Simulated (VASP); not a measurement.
NbAs:

```xyz
2
Lattice="3.1196 0.0000 0.0000 -1.5598 2.7017 0.0000 0.0000 0.0000 5.3014" Properties=species:S:1:pos:R:3 pbc="T T T"
Nb    0.0000    0.0000    4.6613
As    0.0000    0.0000    1.5853
```

```yaml
Program: VASP 6.6.1
Task: relaxation of cell and atoms
Functional: PBE
Potentials_or_basis: VASP PAW PBE potentials, release 64 (Nb_sv, As)
Cutoff: 500 eV
k_mesh: 7 × 7 × 4
Occupations: gaussian, width 0.2 eV
Spin: no spin polarisation
```

At the start: pressure 3.2 GPa; volume 22.34 Å³/atom.

Where does the relaxation end?

Over 14 steps the energy falls by 541.6 meV/atom and the volume is 19.62 Å³/atom (-12.2 %); space group P6/mmm (No. 191, to 0.05 Å).

Step by step:
```tsv
step	energy change (eV)	largest force (eV/Å)	pressure (GPa)	volume (Å³)
1	0.0000	5.3407	3.18	44.68
2	-0.3534	0.2161	-13.10	46.87
3	-0.3826	0.1046	-13.47	46.72
4	-0.4230	0.0106	-13.73	46.56
5	-0.6184	0.3124	-11.97	45.73
6	-0.6029	1.4735	-7.96	45.23
7	-0.6345	0.6014	-10.86	45.56
8	-0.9901	0.6529	2.49	37.76
9	-0.9905	0.6703	1.96	37.95
10	-1.0569	0.0454	3.23	37.80
11	-1.0587	0.2804	3.79	37.76
12	-1.0738	0.3087	-1.57	39.95
13	-1.0798	0.2992	0.12	39.19
14	-1.0833	0.0100	-0.16	39.24
```

Final structure:
```
Nb As
1.0
     2.97085    0.00000    0.00000
    -1.48543    2.57284    0.00000
     0.00000    0.00000    5.13401
Nb As
1 1
Direct
  0.00000 0.00000 0.83922
  0.00000 0.00000 0.33906
```

Caveat: the relaxation stopped at a loose force limit of 0.08 eV/Å, so its end isn't a converged minimum.
